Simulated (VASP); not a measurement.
# Yb (Fm-3m) in VASP: a series of runs

Yb is run at these levels: r2SCAN; tasks: single point.

Program: VASP 6.6.1. These are calculated values, not measurements. Logs are shortened: lines on timing, memory, paths and dates and some standing lists are left out, and cuts for length are marked.

## 1. The cell of the first run

Symmetry: Fm-3m, No. 225, cubic system. The conventional cell has a = 5.219 Å, b = 5.219 Å, c = 5.219 Å, α = 90.00°, β = 90.00°, γ = 90.00°. Yb (site symmetry m-3m) has 12 Yb at 3.69 Å within 4.8 Å.

## 2. Single point, r2SCAN

POSCAR reads:

```
Yb
1.0
    0.0000000000      2.6096620394      2.6096620394
    2.6096620394      0.0000000000      2.6096620394
    2.6096620394      2.6096620394      0.0000000000
Yb
1
Direct
    0.0000000000      0.0000000000      0.0000000000
```

INCAR.step1 reads:

```
ALGO     = Normal         # electronic algorithm
EDIFF    = 1E-4           # SCF threshold, eV
ENCUT    = 520            # plane-wave cutoff, eV
GGA      = PE             # functional
ISMEAR   = -1             # smearing method
LASPH    = T              # aspherical terms in the spheres
LCHARG   = F              # write CHGCAR
LREAL    = F              # projectors in reciprocal space
LWAVE    = T              # write WAVECAR
NBANDS   = 18             # bands
NELM     = 60             # most SCF steps
PREC     = Accurate       # precision mode
SIGMA    = 0.1            # smearing width, eV
```

INCAR.step2 reads:

```
ALGO     = Normal         # electronic algorithm
EDIFF    = 1E-6           # SCF threshold, eV
ENCUT    = 520            # plane-wave cutoff, eV
ISIF     = 2              # what is computed and relaxed
ISMEAR   = -1             # smearing method
ISTART   = 1            
LASPH    = T              # aspherical terms in the spheres
LCHARG   = F              # write CHGCAR
LMIXTAU  = T            
LREAL    = F              # projectors in reciprocal space
LWAVE    = F              # write WAVECAR
METAGGA  = R2SCAN         # meta-GGA
NBANDS   = 18             # bands
NELM     = 60             # most SCF steps
PREC     = Accurate       # precision mode
SIGMA    = 0.1            # smearing width, eV
```

KPOINTS reads:

```
k-points
0
Gamma
  10 10 10
```

Potentials or basis: VASP PAW PBE potentials, release 64 (Yb).

Run with:

```
> cat potpaw_PBE.64/Yb/POTCAR > POTCAR
> cp INCAR.step1 INCAR
> mpirun -np 1 vasp_std > vasp.out
> cp INCAR.step2 INCAR
> mpirun -np 1 vasp_std > vasp.out
```

OUTCAR:

```text
EDIFF = 1E-6
   ENCUT = 520
   ISIF = 2
   ISMEAR = -1
   ISTART = 1
   LASPH = T
   LREAL = F
   METAGGA = R2SCAN
   NELM = 60
   PREC = Accurate

 ion  position               nearest neighbor table
   1  0.000  0.000  0.000-

  LATTYP: Found a face centered cubic cell.
 ALAT       =     5.2193240788

  Lattice vectors:

 A1 = (   0.0000000000,   2.6096620394,   2.6096620394)
 A2 = (   2.6096620394,   0.0000000000,   2.6096620394)
 A3 = (   2.6096620394,   2.6096620394,   0.0000000000)

Analysis of symmetry for initial positions (statically):
=====================================================================
 Subroutine PRICEL returns:
 Original cell was already a primitive cell.

 Routine SETGRP: Setting up the symmetry group for a
 face centered cubic supercell.

 Subroutine GETGRP returns: Found 48 space group operations
 (whereof 48 operations were pure point group operations)
 out of a pool of 48 trial point group operations.

The static configuration has the point symmetry O_h .

Analysis of symmetry for dynamics (positions and initial velocities):
=====================================================================
 Subroutine PRICEL returns:
 Original cell was already a primitive cell.

 Routine SETGRP: Setting up the symmetry group for a
 face centered cubic supercell.

 Subroutine GETGRP returns: Found 48 space group operations
 (whereof 48 operations were pure point group operations)
 out of a pool of 48 trial point group operations.

The dynamic configuration has the point symmetry O_h .

 Subroutine INISYM returns: Found 48 space group operations
 (whereof 48 operations are pure point group operations),
 and found     1 'primitive' translations

----------------------------------------------------------------------------------------

                                     Primitive cell

  volume of cell :      35.5454

  direct lattice vectors                    reciprocal lattice vectors
     0.000000000  2.609662039  2.609662039    -0.191595690  0.191595690  0.191595690
     2.609662039  0.000000000  2.609662039     0.191595690 -0.191595690  0.191595690
     2.609662039  2.609662039  0.000000000     0.191595690  0.191595690 -0.191595690

  length of vectors
     3.690619449  3.690619449  3.690619449     0.331853470  0.331853470  0.331853470

  position of ions in fractional coordinates (direct lattice)
     0.000000000  0.000000000  0.000000000

  ion indices of the primitive-cell ions
   primitive index   ion index
                 1           1

----------------------------------------------------------------------------------------

 KPOINTS: k-points

Automatic generation of k-mesh.
 Grid dimensions read from file:
 generate k-points for:   10   10   10

 Generating k-lattice:

  Cartesian coordinates                     Fractional coordinates (reciprocal lattice)
    -0.019159569  0.019159569  0.019159569     0.100000000  0.000000000  0.000000000
     0.019159569 -0.019159569  0.019159569     0.000000000  0.100000000  0.000000000
     0.019159569  0.019159569 -0.019159569     0.000000000  0.000000000  0.100000000

  Length of vectors
     0.033185347  0.033185347  0.033185347

  Shift w.r.t. Gamma in fractional coordinates (k-lattice)
     0.000000000  0.000000000  0.000000000

 Subroutine IBZKPT returns following result:
 ===========================================

 Found     47 irreducible k-points:

 Following reciprocal coordinates:
            Coordinates               Weight
  0.000000  0.000000  0.000000      1.000000
  0.100000  0.000000  0.000000      8.000000
  0.200000  0.000000  0.000000      8.000000
  0.300000  0.000000  0.000000      8.000000
  0.400000  0.000000  0.000000      8.000000
  0.500000  0.000000  0.000000      4.000000
[... 16 lines left out ...]
  0.300000  0.300000  0.000000      6.000000
  0.400000  0.300000  0.000000     24.000000
 [... further k-points ...]
   k-points           NKPTS =     47   k-points in BZ     NKDIM =     47   number of bands    NBANDS=     18
   number of dos      NEDOS =    301   number of ions     NIONS =      1
   total plane-waves  NPLWV =  21952
   dimension x,y,z NGX =    28 NGY =   28 NGZ =   28
   dimension x,y,z NGXF=    56 NGYF=   56 NGZF=   56
   ions per type =               1
   NGX,Y,Z   is equivalent  to a cutoff of  12.61, 12.61, 12.61 a.u.
   NGXF,Y,Z  is equivalent  to a cutoff of  25.23, 25.23, 25.23 a.u.
 SYSTEM =  unknown system
   PREC   = accura    normal or accurate (medium, high low for compatibility)
   ISTART =      1    job   : 0-new  1-cont  2-samecut
   ICHARG =      0    charge: 1-file 2-atom 10-const
   ISPIN  =      1    spin polarized calculation?
   LNONCOLLINEAR =      F non collinear calculations
   LSORBIT =      F    spin-orbit coupling
   LASPH  =      T    aspherical Exc in radial PAW
   ENCUT  =  520.0 eV  38.22 Ry    6.18 a.u.   6.86  6.86  6.86*2*pi/ulx,y,z
   NELM   =     60;   NELMIN=  2; NELMDL=  0     # of ELM steps
   EDIFF  = 0.1E-05   stopping-criterion for ELM
   LREAL  =      F    real-space projection
   EDIFFG = 0.1E-04   stopping-criterion for IOM
   NSW    =      0    number of steps for IOM
   IBRION =     -1    ionic relax: 0-MD 1-quasi-New 2-CG
   NFREE  =      0    steps in history (QN), initial steepest desc. (CG)
   ISIF   =      2    stress and relaxation
   ISYM   =      2    0-nonsym 1-usesym 2-fastsym
   POTIM  = 0.5000    time-step for ionic-motion
   TEBEG  =    0.0;   TEEND  =   0.0 temperature during run
   PSTRESS=    0.0 pullay stress
   NELECT =      24.0000    total number of electrons
   NUPDOWN=      -1.0000    fix difference up-down
   EMIN   =  10.00;   EMAX   =-10.00  energy-range for DOS
   EFERMI =   0.00;   METHOD = LEGACY
   ISMEAR =    -1;   SIGMA  =   0.10  broadening in eV -4-tet -1-fermi 0-gaus
   EFERMI_NEDOS =   21; number of points for ismear=-14 and -15
   IALGO  =     38    algorithm
   IMIX   =      4    mixing-type and parameters
     AMIX     =   0.40;   BMIX     =  1.00
     AMIX_MAG =   1.60;   BMIX_MAG =  1.00
  volume/ion in A,a.u.               =      35.55       239.87
  Fermi-wavevector in a.u.,A,eV,Ry     =   1.436209  2.714041 28.064687  2.062696
  Thomas-Fermi vector in A             =   2.555423
   LORBIT       =      0    0 simple, 1 ext, 2 COOP (PROOUT), +10 PAW based schemes
   METAGGA = R2SCAN    functional components
   LHFCALC =     F    Hartree Fock is set to
   AEXX    =    0.0000 exact exchange contribution
   IVDW    =     0    specifies the selected vdW correction
   LEPSILON=     F    determine dielectric tensor
   LRPA    =     F    only Hartree local field effects (RPA)
 non-spin polarized calculation
  energy-cutoff  :      520.00
  volume of cell :       35.55
 maximum number of plane-waves:       982
   NGX = 13   NGY = 13   NGZ = 13

 number of electron      24.0000014 magnetization

 Free energy of the ion-electron system (eV)
  ---------------------------------------------------
  ext. energy  EPLUGINS =         0.00000000
  ---------------------------------------------------
  free energy    TOTEN  =       -35.56600543 eV

  energy without entropy =      -35.47338960  energy(sigma->0) =      -35.51969751

 E-fermi :   1.5991     XC(G=0): -10.1956

 val. band max:        1.5196382052   @ k =  -0.4000   0.3000   0.0000
 cond. band min:       1.6574284669   @ k =  -0.4000   0.3000   0.1000
 fundamental gap:      0.1377902617
 Fermi energy:         1.5990896764

 k-point     1 :       0.0000    0.0000    0.0000
  band No.  band energies     occupation
      1     -51.8496      2.00000
      2     -23.3888      2.00000
      3     -23.3886      2.00000
      4     -23.3886      2.00000
      5      -3.8369      2.00000
      6       1.0054      1.99473
[... 10 lines left out ...]
     17       6.9503      0.00000
     18      11.4936      0.00000

 k-point     2 :       0.1000    0.0000    0.0000
  band No.  band energies     occupation
      1     -51.8478      2.00000
      2     -23.4237      2.00000
      3     -23.3933      2.00000
      4     -23.3931      2.00000
      5      -3.5947      2.00000
      6       1.0082      1.99459
[... 10 lines left out ...]
     17       6.8027      0.00000
     18      12.0731      0.00000

 k-point     3 :       0.2000    0.0000    0.0000
  band No.  band energies     occupation
      1     -51.8432      2.00000
      2     -23.5142      2.00000
      3     -23.4050      2.00000
      4     -23.4049      2.00000
      5      -2.9072      2.00000
      6       1.0167      1.99411
[... 10 lines left out ...]
     17       6.7058      0.00000
     18      11.7784      0.00000

 k-point     4 :       0.3000    0.0000    0.0000
  band No.  band energies     occupation
      1     -51.8375      2.00000
      2     -23.6235      2.00000
      3     -23.4195      2.00000
      4     -23.4194      2.00000
      5      -1.8996      2.00000
      6       1.0265      1.99350
[... 10 lines left out ...]
     17       7.2128      0.00000
     18      10.6846      0.00000

 k-point     5 :       0.4000    0.0000    0.0000
  band No.  band energies     occupation
      1     -51.8328      2.00000
      2     -23.7099      2.00000
      3     -23.4312      2.00000
      4     -23.4310      2.00000
      5      -0.8275      2.00000
      6       1.0194      1.99394
[... 10 lines left out ...]
     17       8.0625      0.00000
     18       9.9771      0.00000

 k-point     6 :       0.5000    0.0000    0.0000
  band No.  band energies     occupation
      1     -51.8311      2.00000
      2     -23.7425      2.00000
      3     -23.4357      2.00000
      4     -23.4355      2.00000
      5      -0.2599      2.00000
      6       1.0025      1.99488
[... 307 lines left out ...]
 k-point    21 :      -0.3000    0.2000    0.0000
  band No.  band energies     occupation
      1     -51.8311      2.00000
      2     -23.6588      2.00000
      3     -23.5199      2.00000
      4     -23.4358      2.00000
      5      -0.4493      2.00000
      6       1.0270      1.99347
[... 10 lines left out ...]
     17       8.8937      0.00000
     18      10.2759      0.00000

 k-point    22 :      -0.2000    0.2000    0.0000
  band No.  band energies     occupation
      1     -51.8355      2.00000
      2     -23.6060      2.00000
      3     -23.4864      2.00000
      4     -23.4178      2.00000
      5      -1.5258      2.00000
      6       1.0391      1.99263
[... 10 lines left out ...]
     17       8.2996      0.00000
     18      11.5262      0.00000

 k-point    23 :       0.3000    0.3000    0.0000
  band No.  band energies     occupation
      1     -51.8335      2.00000
      2     -23.6122      2.00000
      3     -23.4720      2.00000
      4     -23.4718      2.00000
      5      -1.3111      2.00000
      6       1.0544      1.99141
[... 10 lines left out ...]
     17       7.9219      0.00000
     18      13.2511      0.00000

 k-point    24 :       0.4000    0.3000    0.0000
  band No.  band energies     occupation
      1     -51.8298      2.00000
      2     -23.6583      2.00000
      3     -23.4972      2.00000
      4     -23.4862      2.00000
      5      -0.5305      2.00000
      6       1.0519      1.99163
[... 10 lines left out ...]
     17       8.4056      0.00000
     18      10.9675      0.00000

 [... further k-points ...]
[... 5 lines left out ...]
  --------------------------------------------------------------------------------------
  -------------------------------------------------------------------------------------
  Total       -0.0656811     -0.0656811     -0.0656811      0.0000000      0.0000000     -0.0000000
  in kB       -2.9605232     -2.9605232     -2.9605232      0.0000000      0.0000000     -0.0000000
  external PRESSURE =      -2.9605232 kB  Pullay stress =       0.0000000 kB

 VOLUME and BASIS-vectors are now :
 -----------------------------------------------------------------------------
  energy-cutoff  :      520.00
  volume of cell :       35.55
      direct lattice vectors                 reciprocal lattice vectors
     0.000000000  2.609662039  2.609662039    -0.191595690  0.191595690  0.191595690
     2.609662039  0.000000000  2.609662039     0.191595690 -0.191595690  0.191595690
     2.609662039  2.609662039  0.000000000     0.191595690  0.191595690 -0.191595690

 POSITION                                       TOTAL-FORCE (eV/Angst)
 -----------------------------------------------------------------------------------
      0.00000      0.00000      0.00000        -0.000000      0.000000     -0.000000
 -----------------------------------------------------------------------------------
    total drift:                               -0.000000     -0.000000     -0.000000

  FREE ENERGIE OF THE ION-ELECTRON SYSTEM (eV)
  ---------------------------------------------------
  free  energy   TOTEN  =       -35.5660054279 eV

  energy  without entropy=      -35.4733895984  energy(sigma->0) =      -35.51969751
```

It took 1.8 min on 1 thread of Intel Xeon 6975P-C (Granite Rapids), shared host; peak memory 0.19 GiB.

What came out:

```yaml
Free_energy: -35.5660 eV
Pressure: -0.3 GPa
```

Levels at points of the mesh, in eV from the Fermi level:
```csv
k point,band 9,band 10,band 11,band 12,band 13,band 14,band 15,band 16
"(0.00, 0.00, 0.00)",-0.52,-0.46,-0.46,-0.46,3.13,3.13,3.13,5.35
"(0.50, 0.00, 0.00)",-0.53,-0.46,-0.44,-0.44,0.22,2.87,2.87,6.93
"(0.50, 0.50, 0.00)",-0.52,-0.45,-0.45,-0.44,0.12,1.69,6.95,7.39
```

Caveat: the PAW data sets were made with another functional, which shifts forces and pressure a little; spin-orbit coupling is left out, which moves the levels of the heavy elements.

## 3. Single point, r2SCAN

POSCAR is that of step 2.

INCAR.step1 reads:

```
SYSTEM = Yb
ALGO = Normal ; EDIFF = 1E-4
ENCUT = 520 ; GGA = PE
ISMEAR = -1 ; LASPH = .TRUE.
LCHARG = .FALSE. ; LREAL = .FALSE.
LWAVE = .TRUE. ; NBANDS = 18
NELM = 60 ; PREC = Accurate
SIGMA = 0.1
```

INCAR.step2 reads:

```
SYSTEM = Yb
ALGO = Normal ; EDIFF = 1E-6
ENCUT = 520 ; ISIF = 2
ISMEAR = -1 ; ISTART = 1
LASPH = .TRUE. ; LCHARG = .TRUE.
LELF = .TRUE. ; LMIXTAU = .TRUE.
LREAL = .FALSE. ; LVHAR = .TRUE.
LWAVE = .FALSE. ; METAGGA = R2SCAN
NBANDS = 18 ; NELM = 60
PREC = Accurate ; SIGMA = 0.1
```

KPOINTS reads:

```
k-points
0
G
  10 10 10
  0 0 0
```

Potentials or basis: VASP PAW PBE potentials, release 64 (Yb).

Run with:

```
> cat potpaw_PBE.64/Yb/POTCAR > POTCAR
> cp INCAR.step1 INCAR
> mpirun -np 1 vasp_std > vasp.out
> cp INCAR.step2 INCAR
> mpirun -np 1 vasp_std > vasp.out
```

It took 1.9 min on 1 thread of Intel Xeon 6975P-C (Granite Rapids), shared host; peak memory 0.19 GiB.

Results (log left out):

| Property | Result |
| --- | --- |
| Free energy | -35.5660 eV |
| Pressure | -0.3 GPa |

Levels at points of the mesh, in eV from the Fermi level:
```csv
k point,band 8,band 9,band 10,band 11,band 12,band 13,band 14,band 15,band 16,band 17
"(0.00, 0.00, 0.00)",-0.52,-0.52,-0.46,-0.46,-0.46,3.13,3.13,3.13,5.35,5.35
"(0.50, 0.00, 0.00)",-0.56,-0.53,-0.46,-0.44,-0.44,0.22,2.87,2.87,6.93,6.93
"(0.50, 0.50, 0.00)",-0.55,-0.52,-0.45,-0.45,-0.44,0.12,1.69,6.95,7.39,7.40
```

Caveat: the PAW data sets were made with another functional, which shifts forces and pressure a little; spin-orbit coupling is left out, which moves the levels of the heavy elements. Spin polarisation is off, so any magnetic state and its effect on volume and gap are missing.

(Continued in part 2 of 3.)
